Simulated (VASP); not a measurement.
# RbBr (Fm-3m) in VASP: G0W0 quasiparticle levels with PBE

Aim: the G0W0 quasiparticle levels of RbBr with PBE.

Everything below comes from runs of VASP 6.6.1. Logs are shortened: lines on timing, memory, paths and dates and some standing lists are left out, and cuts for length are marked.

## (1) The cell of the first run

It takes space group Fm-3m (No. 225, cubic). Conventional cell: a = 6.922 Å, b = 6.922 Å, c = 6.922 Å, α = 90.00°, β = 90.00°, γ = 90.00°. Rb (site symmetry m-3m) has 6 Br at 3.46 Å within 4.5 Å. Within 4.5 Å of Br (site symmetry m-3m) lie 6 Rb at 3.46 Å.

## (2) G0W0 quasiparticle levels, PBE

POSCAR

```
RbBr
1.0
    0.0000000000      3.4608320096      3.4608320096
    3.4608320096      0.0000000000      3.4608320096
    3.4608320096      3.4608320096      0.0000000000
Rb Br
1 1
Direct
    0.0000000000      0.0000000000      0.0000000000
    0.5000000000      0.5000000000      0.5000000000
```

INCAR.step1

```
SYSTEM = RbBr
ALGO = Normal
EDIFF = 1E-8
ENCUT = 500
GGA = PE
ISMEAR = 0
LASPH = .TRUE.
LCHARG = .FALSE.
LREAL = .FALSE.
LWAVE = .TRUE.
NELM = 80
PREC = Accurate
SIGMA = 0.01
```

INCAR.step2

```
SYSTEM = RbBr
ALGO = Exact
EDIFF = 1E-8
ENCUT = 500
GGA = PE
ISMEAR = 0
ISTART = 1
LASPH = .TRUE.
LCHARG = .FALSE.
LOPTICS = .TRUE.
LREAL = .FALSE.
LWAVE = .TRUE.
NBANDS = 319
NELM = 1
PREC = Accurate
SIGMA = 0.01
```

INCAR.step3

```
SYSTEM = RbBr
ALGO = EVGW0
EDIFF = 1E-8
ENCUT = 500
ENCUTGW = 140.0
GGA = PE
ISMEAR = 0
ISTART = 1
LASPH = .TRUE.
LCHARG = .FALSE.
LREAL = .FALSE.
LWAVE = .FALSE.
NBANDS = 319
NBANDSGW = 16
NELMGW = 1
NOMEGA = 48
PREC = Accurate
PRECFOCK = Fast
SIGMA = 0.01
```

KPOINTS

```
k-points
0
G
  4 4 4
  0 0 0
```

Potentials or basis: VASP PAW PBE potentials, release 64 (Rb_sv_GW, Br_GW).

On the command line:

```sh
cat potpaw_PBE.64/Rb_sv_GW/POTCAR potpaw_PBE.64/Br_GW/POTCAR > POTCAR
cp INCAR.step1 INCAR
mpirun -np 1 vasp_std > vasp.out
cp INCAR.step2 INCAR
mpirun -np 1 vasp_std > vasp.out
cp INCAR.step3 INCAR
mpirun -np 1 vasp_std > vasp.out
```

OUTCAR:

```text
SYSTEM = RbBr
   EDIFF = 1E-8
   ENCUT = 500
   ENCUTGW = 140.0
   GGA = PE
   ISMEAR = 0
   ISTART = 1
   LASPH = .TRUE.
   LREAL = .FALSE.
   NELMGW = 1
   PREC = Accurate
   PRECFOCK = Fast

 ion  position               nearest neighbor table
   1  0.000  0.000  0.000-
   2  0.500  0.500  0.500-

  LATTYP: Found a face centered cubic cell.
 ALAT       =     6.9216640192

  Lattice vectors:

 A1 = (   0.0000000000,   3.4608320096,   3.4608320096)
 A2 = (   3.4608320096,   0.0000000000,   3.4608320096)
 A3 = (   3.4608320096,   3.4608320096,   0.0000000000)

Analysis of symmetry for initial positions (statically):
=====================================================================
 Subroutine PRICEL returns:
 Original cell was already a primitive cell.

 Routine SETGRP: Setting up the symmetry group for a
 face centered cubic supercell.

 Subroutine GETGRP returns: Found 48 space group operations
 (whereof 48 operations were pure point group operations)
 out of a pool of 48 trial point group operations.

The static configuration has the point symmetry O_h .

Analysis of symmetry for dynamics (positions and initial velocities):
=====================================================================
 Subroutine PRICEL returns:
 Original cell was already a primitive cell.

 Routine SETGRP: Setting up the symmetry group for a
 face centered cubic supercell.

 Subroutine GETGRP returns: Found 48 space group operations
 (whereof 48 operations were pure point group operations)
 out of a pool of 48 trial point group operations.

The dynamic configuration has the point symmetry O_h .

 Subroutine INISYM returns: Found 48 space group operations
 (whereof 48 operations are pure point group operations),
 and found     1 'primitive' translations

----------------------------------------------------------------------------------------

                                     Primitive cell

  volume of cell :      82.9032

  direct lattice vectors                    reciprocal lattice vectors
     0.000000000  3.460832010  3.460832010    -0.144473930  0.144473930  0.144473930
     3.460832010  0.000000000  3.460832010     0.144473930 -0.144473930  0.144473930
     3.460832010  3.460832010  0.000000000     0.144473930  0.144473930 -0.144473930

  length of vectors
     4.894355565  4.894355565  4.894355565     0.250236186  0.250236186  0.250236186

  position of ions in fractional coordinates (direct lattice)
     0.000000000  0.000000000  0.000000000
     0.500000000  0.500000000  0.500000000

  ion indices of the primitive-cell ions
   primitive index   ion index
                 1           1
                 2           2

----------------------------------------------------------------------------------------

 KPOINTS: k-points

Automatic generation of k-mesh.
 Grid dimensions read from file:
 generate k-points for:    4    4    4

 Generating k-lattice:

  Cartesian coordinates                     Fractional coordinates (reciprocal lattice)
    -0.036118482  0.036118482  0.036118482     0.250000000  0.000000000  0.000000000
     0.036118482 -0.036118482  0.036118482     0.000000000  0.250000000  0.000000000
     0.036118482  0.036118482 -0.036118482     0.000000000  0.000000000  0.250000000

  Length of vectors
     0.062559047  0.062559047  0.062559047

  Shift w.r.t. Gamma in fractional coordinates (k-lattice)
     0.000000000  0.000000000  0.000000000

 Subroutine IBZKPT returns following result:
 ===========================================

 Found      8 irreducible k-points:

 Following reciprocal coordinates:
            Coordinates               Weight
  0.000000  0.000000  0.000000      1.000000
  0.250000  0.000000  0.000000      8.000000
  0.500000  0.000000  0.000000      4.000000
  0.250000  0.250000  0.000000      6.000000
  0.500000  0.250000  0.000000     24.000000
 -0.250000  0.250000  0.000000     12.000000
  0.500000  0.500000  0.000000      3.000000
 -0.250000  0.500000  0.250000      6.000000
   k-points           NKPTS =      8   k-points in BZ     NKDIM =     64   number of bands    NBANDS=    319
   number of dos      NEDOS =    301   number of ions     NIONS =      2
   total plane-waves  NPLWV =  46656
   dimension x,y,z NGX =    36 NGY =   36 NGZ =   36
   dimension x,y,z NGXF=    72 NGYF=   72 NGZF=   72
   ions per type =               1   1
   NGX,Y,Z   is equivalent  to a cutoff of  12.23, 12.23, 12.23 a.u.
   NGXF,Y,Z  is equivalent  to a cutoff of  24.46, 24.46, 24.46 a.u.
 SYSTEM =  RbBr
   PREC   = accura    normal or accurate (medium, high low for compatibility)
   ISTART =      1    job   : 0-new  1-cont  2-samecut
   ICHARG =      0    charge: 1-file 2-atom 10-const
   ISPIN  =      1    spin polarized calculation?
   LNONCOLLINEAR =      F non collinear calculations
   LSORBIT =      F    spin-orbit coupling
   LASPH  =      T    aspherical Exc in radial PAW
   ENCUT  =  500.0 eV  36.75 Ry    6.06 a.u.   8.92  8.92  8.92*2*pi/ulx,y,z
   NELM   =     60;   NELMIN=  2; NELMDL=  0     # of ELM steps
   EDIFF  = 0.1E-07   stopping-criterion for ELM
   LREAL  =      F    real-space projection
   EDIFFG = 0.1E-06   stopping-criterion for IOM
   NSW    =      0    number of steps for IOM
   IBRION =     -1    ionic relax: 0-MD 1-quasi-New 2-CG
   NFREE  =      0    steps in history (QN), initial steepest desc. (CG)
   ISIF   =      0    stress and relaxation
   ISYM   =      3    0-nonsym 1-usesym 2-fastsym
   POTIM  = 0.5000    time-step for ionic-motion
   TEBEG  =    0.0;   TEEND  =   0.0 temperature during run
   PSTRESS=    0.0 pullay stress
   NELECT =      16.0000    total number of electrons
   NUPDOWN=      -1.0000    fix difference up-down
   EMIN   =  10.00;   EMAX   =-10.00  energy-range for DOS
   EFERMI =   0.00;   METHOD = LEGACY
   ISMEAR =     0;   SIGMA  =   0.01  broadening in eV -4-tet -1-fermi 0-gaus
   EFERMI_NEDOS =   21; number of points for ismear=-14 and -15
   IALGO  =     38    algorithm
   IMIX   =      4    mixing-type and parameters
     AMIX     =   0.40;   BMIX     =  1.00
     AMIX_MAG =   1.60;   BMIX_MAG =  1.00
  volume/ion in A,a.u.               =      41.45       279.73
  Fermi-wavevector in a.u.,A,eV,Ry     =   0.946072  1.787817 12.177932  0.895053
  Thomas-Fermi vector in A             =   2.074035
   LORBIT       =      0    0 simple, 1 ext, 2 COOP (PROOUT), +10 PAW based schemes
   GGA     = PE    functional components
   LHFCALC =     T    Hartree Fock is set to
   PRECFOCK=fast      Normal, Fast or Accurate (Low or Medium for compatibility)
   ENCUT4O =  -1.0   cutoff for four orbital integrals eV
   NKREDX  =     1    reduce k-point grid by
   NKREDY  =     1    reduce k-point grid by
   NKREDZ  =     1    reduce k-point grid by
   AEXX    =    1.0000 exact exchange contribution
   HFSCREEN=    0.0000 screening length (either q_TF or 0.3 A-1)
   HFSCREENC=   0.0000 screening length for correlation (either q_TF or 0.3 A-1)
   ENCUTFOCK=  -1.0 apply spherical cutoff to Coloumb kernel
   IVDW    =     0    specifies the selected vdW correction
   LEPSILON=     F    determine dielectric tensor
   LRPA    =     F    only Hartree local field effects (RPA)
   LRPAFORCE           =     F    calculate RPA forces
   ENCUTGW             = 140.0    cutoff for response function in eV
   ENCUTGWSOFT         = 112.0    soft cutoff for Coulomb kernel in GW response function in eV
   ENCUTLF             =  -1.0    cutoff for local field effects
   NELMGW              =     1    number of iterations in solving QP/BSE equation
   NELMHF              =     1    number of iterations in the inner HF iteration
   NKREDLFX            =     1    NKREDLFY  =   1   NKREDLFZ  =   1
 non-spin polarized calculation
 Gauss-broadening in eV      SIGMA  =   0.01
  energy-cutoff  :      500.00
  volume of cell :       82.90
 maximum number of plane-waves:      2148
  NGX = 20; NGY = 20; NGZ = 20
   NGX = 17   NGY = 17   NGZ = 17
 maximum number of plane-waves:       331

 QP shifts <psi_nk| G(iteration)W_0 |psi_nk>: iteration 1
 for sc-GW calculations column KS-energies equals QP-energies in previous step
 and V_xc(KS)=  KS-energies - (<T + V_ion + V_H > + <T+V_H+V_ion>^1  + <V_x>^1)

 k-point   1 :       0.0000    0.0000    0.0000
  band No.  KS-energies  QP-energies   sigma(KS)   V_xc(KS)     V^pw_x(r,r')   Z            occupation Imag(sigma)

      1     -25.7425     -27.4194     -19.0038     -16.4847     -26.9190       0.6657       2.0000       1.0396
      2     -13.4146     -14.9673     -16.2234     -13.9896     -22.1706       0.6951       2.0000       1.2526
      3      -9.8136     -12.6448     -18.6196     -15.1329     -20.8573       0.8120       2.0000       0.1211
      4      -9.8136     -12.6448     -18.6196     -15.1329     -20.8573       0.8120       2.0000       0.1211
      5      -9.8136     -12.6448     -18.6196     -15.1329     -20.8573       0.8120       2.0000       0.1211
      6      -1.2631      -3.2500     -14.9986     -12.5036     -16.4184       0.7964       2.0000       0.0911
[... 8 lines left out ...]
     15       9.6291       9.7542      -3.9298      -4.0823      -0.6818       0.8203       0.0000      -0.1881
     16      14.3313      16.1463      -8.8276     -11.0685      -4.8056       0.8100       0.0000      -0.2300

 k-point   2 :       0.2500    0.0000    0.0000
  band No.  KS-energies  QP-energies   sigma(KS)   V_xc(KS)     V^pw_x(r,r')   Z            occupation Imag(sigma)

      1     -25.7385     -27.4171     -19.0093     -16.4917     -26.9236       0.6667       2.0000       1.0368
      2     -13.4328     -14.9886     -16.2313     -13.9741     -22.1480       0.6893       2.0000       1.2337
      3      -9.8173     -12.6439     -18.6099     -15.1252     -20.8441       0.8112       2.0000       0.1183
      4      -9.8173     -12.6439     -18.6099     -15.1252     -20.8441       0.8112       2.0000       0.1183
      5      -9.7937     -12.5948     -18.5918     -15.1386     -20.8441       0.8112       2.0000       0.1243
      6      -1.7941      -3.8294     -14.1379     -11.5698     -15.5757       0.7925       2.0000       0.0951
[... 8 lines left out ...]
     15      10.9561      12.0981      -6.6927      -8.0821      -3.0870       0.8219       0.0000      -0.1739
     16      11.7442      12.1129      -4.7261      -5.1665      -1.2461       0.8373       0.0000      -0.2892

 k-point   3 :       0.5000    0.0000    0.0000
  band No.  KS-energies  QP-energies   sigma(KS)   V_xc(KS)     V^pw_x(r,r')   Z            occupation Imag(sigma)

      1     -25.7345     -27.4173     -19.0149     -16.4987     -26.9284       0.6688       2.0000       1.0339
      2     -13.4507     -15.0122     -16.2387     -13.9590     -22.1255       0.6849       2.0000       1.2151
      3      -9.8209     -12.6429     -18.6004     -15.1177     -20.8311       0.8103       2.0000       0.1154
      4      -9.8209     -12.6429     -18.6004     -15.1177     -20.8311       0.8103       2.0000       0.1154
      5      -9.7740     -12.5485     -18.5640     -15.1439     -20.8308       0.8112       2.0000       0.1273
      6      -2.2007      -4.3023     -13.7159     -11.0611     -15.2259       0.7916       2.0000       0.1026
[... 74 lines left out ...]
      1     -25.7323     -27.4244     -19.0191     -16.5024     -26.9310       0.6724       2.0000       1.0355
      2     -13.3649     -14.9211     -16.2918     -14.0654     -22.2133       0.6990       2.0000       1.2400
      3      -9.9755     -12.8094     -18.3186     -14.7998     -20.5938       0.8054       2.0000       0.1424
      4      -9.8777     -12.6998     -18.5072     -15.0078     -20.7599       0.8065       2.0000       0.1294
      5      -9.8777     -12.6998     -18.5072     -15.0078     -20.7599       0.8065       2.0000       0.1294
      6      -1.7266      -3.7847     -14.5375     -11.9391     -16.0241       0.7920       2.0000       0.0959
[... 8 lines left out ...]
     15       9.4531      11.0260      -7.6288      -9.5334      -4.1085       0.8258       0.0000      -0.1221
     16      11.0620      11.7688      -6.2967      -7.1719      -2.5955       0.8076       0.0000      -0.2257

 k-point   8 :      -0.2500    0.5000    0.2500
  band No.  KS-energies  QP-energies   sigma(KS)   V_xc(KS)     V^pw_x(r,r')   Z            occupation Imag(sigma)

      1     -25.7322     -27.4259     -19.0190     -16.5028     -26.9312       0.6731       2.0000       1.0347
      2     -13.3894     -14.9552     -16.2807     -14.0365     -22.1877       0.6977       2.0000       1.2301
      3      -9.9265     -12.7522     -18.4116     -14.9032     -20.6753       0.8054       2.0000       0.1358
      4      -9.9265     -12.7522     -18.4116     -14.9032     -20.6753       0.8054       2.0000       0.1358
      5      -9.7985     -12.6056     -18.6035     -15.1423     -20.8466       0.8110       2.0000       0.1192
      6      -1.7259      -3.7617     -14.4179     -11.8413     -15.8894       0.7901       2.0000       0.0961
[... 8 lines left out ...]
     15       9.5944      10.7334      -7.2065      -8.5861      -3.8000       0.8256       0.0000      -0.1165
     16      10.2825      11.2608      -6.6496      -7.8500      -3.0733       0.8150       0.0000      -0.1751
```

It took 8.9 min on 1 thread of Intel Xeon 6975P-C (Granite Rapids), shared host; peak memory 1.1 GiB.

Results:

```yaml
Quasiparticle_gap: 6.84 eV
Least_direct_quasiparticle_gap: 6.84 eV
Band_gap_of_the_starting_levels_on_the_mesh: 4.28 eV
Least_direct_gap_of_the_starting_levels_on_the_mesh: 4.28 eV
```

Caveat: the k points lie up to 0.39 Å⁻¹ apart; bands, screening cutoff and mesh are small and nothing is extrapolated, so the quasiparticle values aren't converged.
